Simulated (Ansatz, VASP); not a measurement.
**Cd2S: VASP beside Ansatz**

```
Cd S
1.0
     3.96267    0.00000    0.00000
    -1.98134    3.43177    0.00000
     0.00000    0.00000    5.80919
Cd S
2 1
Direct
  0.33333 0.66667 0.93272
  0.66667 0.33333 0.57873
  0.33333 0.66667 0.36571
```

Alike in both runs: task single point; functional PBE-based screened hybrid; k mesh 4 × 4 × 3; occupations fermi-dirac, width 0.05 eV; no spin polarisation.

```csv
,VASP,Ansatz
version,VASP 6.6.1,Ansatz 0.2.0
potentials or method,"VASP PAW PBE potentials, release 64 (Cd, S)",Ansatz PAW
plane-wave cutoff (eV),520,420
valence electrons in the cell,30,46
```

|  | VASP | Ansatz | Ansatz less VASP |
| --- | --- | --- | --- |
| gap on the k mesh at the Fermi level (eV) | 1.16 | 1.16 | -0.001 |
| least direct gap on the mesh (eV) | 1.89 | 1.89 | -0.004 |
| pressure (GPa) | -1.4 | -1.6 | -0.21 |
| rms of the force components (eV/Å) | 0.111 | 0.119 | +0.0086 |

VASP's potentials were made for PBE, not for PBE-based screened hybrid. Atom by atom the forces differ by 0.009 eV/Å (rms over components). VASP's potentials hold 30 valence electrons a cell and Ansatz's 46, so a difference there can come from the potentials and not from the codes.

The k mesh is coarse, so the values compare programs but aren't converged. Noted on Ansatz's run: odd divisions of the mesh miss points on the zone boundary, where band edges often lie, so the gap on the mesh can be too wide.
